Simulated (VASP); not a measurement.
# Ir3Ru2 (R-3m) in VASP: a series of runs

The runs below take Ir3Ru2 through single point, with PBE.

Everything below comes from runs of VASP 6.6.1. Logs are shortened: lines on timing, memory, paths and dates and some standing lists are left out, and cuts for length are marked.

**1. The cell of the first run**

The structure is trigonal, space group R-3m (No. 166). Conventional cell: a = 2.718 Å, b = 2.718 Å, c = 33.330 Å, α = 90.00°, β = 90.00°, γ = 120.00°. Ru (site symmetry 3m) has 6 Ir at 2.69 to 2.72 Å and 6 Ru at 2.72 Å within 3.5 Å. Within 3.5 Å of Ir (site symmetry 3m) lie 3 Ru at 2.69 Å and 9 Ir at 2.72 to 2.78 Å. Ir (site symmetry -3m) has 6 Ir at 2.72 Å and 6 Ru at 2.72 Å within 3.6 Å.

**2. Single point, PBE**

The input, INCAR:

```
SYSTEM = Ir3Ru2
PREC     = Accurate       ! precision mode
ENCUT    = 520            ! plane-wave cutoff, eV
EDIFF    = 1E-7           ! SCF threshold, eV
ISMEAR   = 0              ! smearing method
SIGMA    = 0.1            ! smearing width, eV
LREAL    = .False.        ! projectors in reciprocal space
LASPH    = .True.         ! aspherical terms in the spheres
NELM     = 100            ! most SCF steps
ALGO     = Normal         ! electronic algorithm
ISIF     = 2              ! what is computed and relaxed
LWAVE    = .False.        ! write WAVECAR
LCHARG   = .True.         ! write CHGCAR
GGA      = PE             ! functional
LELF     = .True.         ! ELF
LVHAR    = .True.       
NBANDS   = 36             ! bands
```

The input, KPOINTS:

```
regular mesh
0
Gamma
  6 6 6
  0 0 0
```

The input, POSCAR:

```
Ir3Ru2
1.0
    1.3588189000      0.7845144000     11.1099150000
   -1.3588189000      0.7845144000     11.1099150000
    0.0000000000     -1.5690289000     11.1099150000
Ru Ir
2 3
Direct
    0.0999450000      0.0999450000      0.0999450000
    0.9000550000      0.9000550000      0.9000550000
    0.2988550000      0.2988550000      0.2988550000
    0.7011450000      0.7011450000      0.7011450000
    0.5000000000      0.5000000000      0.5000000000
```

Potentials or basis: VASP PAW PBE potentials, release 64 (Ru_pv, Ir).

Run with:

```console
> cat potpaw_PBE.64/Ru_pv/POTCAR potpaw_PBE.64/Ir/POTCAR > POTCAR
> mpirun -np 1 vasp_std > vasp.out
```

OUTCAR:

```text
SYSTEM = Ir3Ru2
   PREC = Accurate
   ENCUT = 520
   EDIFF = 1E-7
   ISMEAR = 0
   LREAL = .False.
   LASPH = .True.
   NELM = 100
   ISIF = 2
   GGA = PE

 ion  position               nearest neighbor table
   1  0.100  0.100  0.100-   4 2.69   4 2.69   4 2.69   5 2.72   5 2.72   5 2.72
   2  0.900  0.900  0.900-   3 2.69   3 2.69   3 2.69   5 2.72   5 2.72   5 2.72
   3  0.299  0.299  0.299-   2 2.69   2 2.69   2 2.69   4 2.78   4 2.78   4 2.78
   4  0.701  0.701  0.701-   1 2.69   1 2.69   1 2.69   3 2.78   3 2.78   3 2.78
   5  0.500  0.500  0.500-   1 2.72   2 2.72   1 2.72   1 2.72   2 2.72   2 2.72

  LATTYP: Found a trigonal (rhomboedric) cell.
 ALAT       =    11.2201632321
 COS(alpha) =     0.9706671134

  Lattice vectors:

 A1 = (   1.3588189000,   0.7845144000,  11.1099150000)
 A2 = (  -1.3588189000,   0.7845144000,  11.1099150000)
 A3 = (   0.0000000000,  -1.5690289000,  11.1099150000)

Analysis of symmetry for initial positions (statically):
=====================================================================
 Subroutine PRICEL returns:
 Original cell was already a primitive cell.

 Routine SETGRP: Setting up the symmetry group for a
 trigonal (rhombohedral) supercell.

 Subroutine GETGRP returns: Found 12 space group operations
 (whereof 12 operations were pure point group operations)
 out of a pool of 12 trial point group operations.

The static configuration has the point symmetry D_3d.

Analysis of symmetry for dynamics (positions and initial velocities):
=====================================================================
 Subroutine PRICEL returns:
 Original cell was already a primitive cell.

 Routine SETGRP: Setting up the symmetry group for a
 trigonal (rhombohedral) supercell.

 Subroutine GETGRP returns: Found 12 space group operations
 (whereof 12 operations were pure point group operations)
 out of a pool of 12 trial point group operations.

The dynamic configuration has the point symmetry D_3d.

 Subroutine INISYM returns: Found 12 space group operations
 (whereof 12 operations are pure point group operations),
 and found     1 'primitive' translations

----------------------------------------------------------------------------------------

                                     Primitive cell

  volume of cell :      71.0599

  direct lattice vectors                    reciprocal lattice vectors
     1.358818900  0.784514400 11.109915000     0.367966622  0.212445635  0.030003230
    -1.358818900  0.784514400 11.109915000    -0.367966622  0.212445635  0.030003230
     0.000000000 -1.569028900 11.109915000     0.000000000 -0.424891269  0.030003229

  length of vectors
    11.220163232 11.220163232 11.220163234     0.425949265  0.425949265  0.425949274

  position of ions in fractional coordinates (direct lattice)
     0.099945000  0.099945000  0.099945000
     0.900055000  0.900055000  0.900055000
     0.298855000  0.298855000  0.298855000
     0.701145000  0.701145000  0.701145000
     0.500000000  0.500000000  0.500000000

  ion indices of the primitive-cell ions
   primitive index   ion index
                 1           1
                 2           2
                 3           3
                 4           4
                 5           5

----------------------------------------------------------------------------------------

 KPOINTS: regular mesh

Automatic generation of k-mesh.
 Grid dimensions read from file:
 generate k-points for:    6    6    6

 Generating k-lattice:

  Cartesian coordinates                     Fractional coordinates (reciprocal lattice)
     0.061327770  0.035407606  0.005000538     0.166666667  0.000000000  0.000000000
    -0.061327770  0.035407606  0.005000538     0.000000000  0.166666667  0.000000000
     0.000000000 -0.070815212  0.005000538     0.000000000  0.000000000  0.166666667

  Length of vectors
     0.070991544  0.070991544  0.070991546

  Shift w.r.t. Gamma in fractional coordinates (k-lattice)
     0.000000000  0.000000000  0.000000000

 Subroutine IBZKPT returns following result:
 ===========================================

 Found     32 irreducible k-points:

 Following reciprocal coordinates:
            Coordinates               Weight
  0.000000  0.000000  0.000000      1.000000
  0.166667  0.000000  0.000000      6.000000
  0.333333  0.000000  0.000000      6.000000
  0.500000 -0.000000  0.000000      3.000000
  0.166667  0.166667  0.000000      6.000000
  0.333333  0.166667  0.000000     12.000000
[... 16 lines left out ...]
  0.500000  0.500000  0.166667      6.000000
 -0.333333  0.500000  0.166667     12.000000
 [... further k-points ...]
   k-points           NKPTS =     32   k-points in BZ     NKDIM =     32   number of bands    NBANDS=     36
   number of dos      NEDOS =    301   number of ions     NIONS =      5
   total plane-waves  NPLWV = 592704
   dimension x,y,z NGX =    84 NGY =   84 NGZ =   84
   dimension x,y,z NGXF=   168 NGYF=  168 NGZF=  168
   ions per type =               2   3
   NGX,Y,Z   is equivalent  to a cutoff of  12.45, 12.45, 12.45 a.u.
   NGXF,Y,Z  is equivalent  to a cutoff of  24.89, 24.89, 24.89 a.u.
 SYSTEM =  Ir3Ru2
   PREC   = accura    normal or accurate (medium, high low for compatibility)
   ISTART =      0    job   : 0-new  1-cont  2-samecut
   ICHARG =      2    charge: 1-file 2-atom 10-const
   ISPIN  =      1    spin polarized calculation?
   LNONCOLLINEAR =      F non collinear calculations
   LSORBIT =      F    spin-orbit coupling
   LASPH  =      T    aspherical Exc in radial PAW
   ENCUT  =  520.0 eV  38.22 Ry    6.18 a.u.  20.86 20.86 20.86*2*pi/ulx,y,z
   NELM   =    100;   NELMIN=  2; NELMDL= -5     # of ELM steps
   EDIFF  = 0.1E-06   stopping-criterion for ELM
   LREAL  =      F    real-space projection
   EDIFFG = 0.1E-05   stopping-criterion for IOM
   NSW    =      0    number of steps for IOM
   IBRION =     -1    ionic relax: 0-MD 1-quasi-New 2-CG
   NFREE  =      0    steps in history (QN), initial steepest desc. (CG)
   ISIF   =      2    stress and relaxation
   ISYM   =      2    0-nonsym 1-usesym 2-fastsym
   POTIM  = 0.5000    time-step for ionic-motion
   TEBEG  =    0.0;   TEEND  =   0.0 temperature during run
   PSTRESS=    0.0 pullay stress
   NELECT =      55.0000    total number of electrons
   NUPDOWN=      -1.0000    fix difference up-down
   EMIN   =  10.00;   EMAX   =-10.00  energy-range for DOS
   EFERMI =   0.00;   METHOD = LEGACY
   ISMEAR =     0;   SIGMA  =   0.10  broadening in eV -4-tet -1-fermi 0-gaus
   EFERMI_NEDOS =   21; number of points for ismear=-14 and -15
   IALGO  =     38    algorithm
   IMIX   =      4    mixing-type and parameters
     AMIX     =   0.40;   BMIX     =  1.00
     AMIX_MAG =   1.60;   BMIX_MAG =  1.00
  volume/ion in A,a.u.               =      14.21        95.91
  Fermi-wavevector in a.u.,A,eV,Ry     =   1.503099  2.840445 30.739729  2.259306
  Thomas-Fermi vector in A             =   2.614253
   LORBIT       =      0    0 simple, 1 ext, 2 COOP (PROOUT), +10 PAW based schemes
   GGA     = PE    functional components
   LHFCALC =     F    Hartree Fock is set to
   AEXX    =    0.0000 exact exchange contribution
   IVDW    =     0    specifies the selected vdW correction
   LEPSILON=     F    determine dielectric tensor
   LRPA    =     F    only Hartree local field effects (RPA)
 non-spin polarized calculation
 Gauss-broadening in eV      SIGMA  =   0.10
  energy-cutoff  :      520.00
  volume of cell :       71.06
 maximum number of plane-waves:      1934
   NGX = 41   NGY = 41   NGZ = 41

 number of electron      55.0000004 magnetization

 Free energy of the ion-electron system (eV)
  ---------------------------------------------------
  ext. energy  EPLUGINS =         0.00000000
  ---------------------------------------------------
  free energy    TOTEN  =       -44.77826114 eV

  energy without entropy =      -44.72937335  energy(sigma->0) =      -44.75381725

 E-fermi :  10.8421     XC(G=0): -13.9142

 val. band max:       10.8369349731   @ k =  -0.3333   0.5000   0.1667
 cond. band min:      10.8504187407   @ k =   0.3333   0.3333   0.0000
 fundamental gap:      0.0134837677
 Fermi energy:        10.8421248539

 k-point     1 :       0.0000    0.0000    0.0000
  band No.  band energies     occupation
      1     -32.2885      2.00000
      2     -32.2810      2.00000
      3     -31.8225      2.00000
      4     -31.8225      2.00000
      5     -31.8222      2.00000
      6     -31.8222      2.00000
[... 28 lines left out ...]
     35      11.7895      0.00000
     36      11.7895      0.00000

 k-point     2 :       0.1667    0.0000    0.0000
  band No.  band energies     occupation
      1     -32.2620      2.00000
      2     -32.2569      2.00000
      3     -32.0028      2.00000
      4     -32.0022      2.00000
      5     -31.8649      2.00000
      6     -31.8646      2.00000
[... 28 lines left out ...]
     35      13.7956      0.00000
     36      14.0427      0.00000

 k-point     3 :       0.3333    0.0000    0.0000
  band No.  band energies     occupation
      1     -32.3537      2.00000
      2     -32.3519      2.00000
      3     -32.2097      2.00000
      4     -32.2076      2.00000
      5     -31.9490      2.00000
      6     -31.9485      2.00000
[... 28 lines left out ...]
     35      15.8679      0.00000
     36      16.4486      0.00000
[... 742 lines left out ...]
 k-point    23 :       0.5000    0.5000    0.1667
  band No.  band energies     occupation
      1     -32.3537      2.00000
      2     -32.3519      2.00000
      3     -32.2097      2.00000
      4     -32.2075      2.00000
      5     -31.9489      2.00000
      6     -31.9485      2.00000
[... 28 lines left out ...]
     35      14.0510      0.00000
     36      17.5235      0.00000

 k-point    24 :      -0.3333    0.5000    0.1667
  band No.  band energies     occupation
      1     -32.4363      2.00000
      2     -32.4343      2.00000
      3     -32.1840      2.00000
      4     -32.1822      2.00000
      5     -32.0834      2.00000
      6     -32.0832      2.00000
[... 28 lines left out ...]
     35      16.0691      0.00000
     36      18.4239      0.00000

 [... further k-points ...]

------------------------ aborting loop because EDIFF is reached ----------------------------------------

  FORCE on cell =-STRESS in cart. coord.  units (eV):
  Direction    XX          YY          ZZ          XY          YZ          ZX
  --------------------------------------------------------------------------------------
  -------------------------------------------------------------------------------------
  Total        1.4517392      1.4517392     -0.7298025      0.0000000      0.0000000     -0.0000000
  in kB       32.7321624     32.7321603    -16.4547551      0.0000000      0.0000000     -0.0000000
  external PRESSURE =      16.3365225 kB  Pullay stress =       0.0000000 kB

 VOLUME and BASIS-vectors are now :
 -----------------------------------------------------------------------------
  energy-cutoff  :      520.00
  volume of cell :       71.06
      direct lattice vectors                 reciprocal lattice vectors
     1.358818900  0.784514400 11.109915000     0.367966622  0.212445635  0.030003230
    -1.358818900  0.784514400 11.109915000    -0.367966622  0.212445635  0.030003230
     0.000000000 -1.569028900 11.109915000     0.000000000 -0.424891269  0.030003229

 POSITION                                       TOTAL-FORCE (eV/Angst)
 -----------------------------------------------------------------------------------
      0.00000     -0.00000      3.33114         0.000000     -0.000000      0.082880
      0.00000     -0.00000     29.99860         0.000000      0.000000     -0.082880
      0.00000     -0.00000      9.96076         0.000000     -0.000000      0.042850
      0.00000     -0.00000     23.36898         0.000000      0.000000     -0.042850
      0.00000     -0.00000     16.66487        -0.000000     -0.000000      0.000000
 -----------------------------------------------------------------------------------
    total drift:                                0.000000     -0.000000     -0.000000

  FREE ENERGIE OF THE ION-ELECTRON SYSTEM (eV)
  ---------------------------------------------------
  free  energy   TOTEN  =       -44.7782611441 eV

  energy  without entropy=      -44.7293733535  energy(sigma->0) =      -44.75381725
```

It took 18 min on 1 thread of Intel Xeon 6975P-C (Granite Rapids), shared host; peak memory 1.1 GiB.

Results:

* Free energy: -44.7783 eV
* Pressure: 1.6 GPa
* Largest force: 0.083 eV/Å
* Band gap on the k mesh: zero (an odd number of electrons rules out a gap without spin polarisation)

Forces in eV/Å, atoms in the order of the input:
```
Ru   0.000  0.000  0.083
Ru   0.000  0.000 -0.083
Ir   0.000  0.000  0.043
Ir   0.000  0.000 -0.043
Ir   0.000  0.000  0.000
```

Levels at points of the mesh, in eV from the Fermi level:
| k point | band 23 | band 24 | band 25 | band 26 | band 27 | band 28 | band 29 | band 30 | band 31 | band 32 |
| --- | --- | --- | --- | --- | --- | --- | --- | --- | --- | --- |
| (0.00, 0.00, 0.00) | -2.37 | -2.37 | -1.29 | -1.15 | -0.88 | -0.88 | -0.63 | -0.63 | -0.58 | -0.58 |
| (0.50, 0.00, 0.00) | -0.11 | 0.11 | 0.68 | 0.81 | 1.28 | 1.29 | 1.40 | 1.41 | 1.66 | 1.71 |
| (0.50, 0.50, 0.00) | -0.90 | -0.39 | 1.24 | 1.29 | 1.39 | 1.46 | 1.60 | 1.82 | 1.85 | 2.33 |
| (0.50, 0.50, 0.50) | -2.68 | -2.50 | -2.50 | -0.81 | -0.81 | -0.64 | -0.64 | -0.26 | -0.26 | 0.08 |

Caveat: the k points lie up to 0.45 Å⁻¹ apart, too coarse for converged energies and pressures of a metal; spin-orbit coupling is left out, which moves the levels of the heavy elements.

**3. Single point, PBE, collinear spin, ferromagnetic start**

The input, INCAR:

```
  ALGO = Normal
  EDIFF = 1E-6
  ENCUT = 520
  GGA = PE
  ISIF = 2
  ISMEAR = 0
  ISPIN = 2
  LASPH = T
  LCHARG = F
  LMAXMIX = 4
  LORBIT = 11
  LREAL = F
  LWAVE = F
  MAGMOM = 1 1 1 1 1
  NBANDS = 40
  NELM = 150
  PREC = Accurate
  SIGMA = 0.1
```

The input, KPOINTS:

```
k-points
0
Gamma
  6 6 6
```

POSCAR is that of step 2.

Potentials or basis: VASP PAW PBE potentials, release 64 (Ru_pv, Ir).

Run with:

```console
> cat potpaw_PBE.64/Ru_pv/POTCAR potpaw_PBE.64/Ir/POTCAR > POTCAR
> mpirun -np 1 vasp_std > vasp.out
```

Wall time 42 min (1 thread of Intel Xeon 6975P-C (Granite Rapids), shared host); peak memory 1.5 GiB.

It converged, with:

| Property | Result |
| --- | --- |
| Free energy | -44.7783 eV |
| Pressure | 1.7 GPa |
| Largest force | 0.082 eV/Å |
| Net moment | 0.01 μB per cell |
| Valence electrons inside the program's atomic spheres | Ru 12.60; Ir 8.35, 8.36 (each value once) |

Forces on the atoms (eV/Å):
```
Ru   0.000  0.000  0.082
Ru   0.000  0.000 -0.082
Ir   0.000  0.000  0.042
Ir   0.000  0.000 -0.042
Ir   0.000  0.000  0.000
```

Stress tensor (GPa, compression positive):
```
 3.28  0.00  0.00
 0.00  3.28  0.00
 0.00  0.00 -1.61
```

Levels at points of the mesh, in eV from the Fermi level:
Spin up:
```tsv
k point	band 25	band 26	band 27	band 28	band 29	band 30
(0.00, 0.00, 0.00)	-1.29	-1.15	-0.88	-0.88	-0.63	-0.63
(0.50, 0.00, 0.00)	0.68	0.81	1.28	1.28	1.40	1.41
(0.50, 0.50, 0.00)	1.24	1.29	1.39	1.46	1.60	1.82
(0.50, 0.50, 0.50)	-2.50	-0.81	-0.81	-0.64	-0.64	-0.26
```
Spin down:
```csv
k point,band 25,band 26,band 27,band 28,band 29,band 30
"(0.00, 0.00, 0.00)",-1.29,-1.15,-0.88,-0.88,-0.63,-0.63
"(0.50, 0.00, 0.00)",0.68,0.81,1.28,1.29,1.40,1.41
"(0.50, 0.50, 0.00)",1.24,1.29,1.39,1.46,1.60,1.82
"(0.50, 0.50, 0.50)",-2.50,-0.81,-0.81,-0.64,-0.64,-0.26
```

Caveat: the k points lie up to 0.45 Å⁻¹ apart; spin-orbit coupling is left out, which moves the levels of the heavy elements.
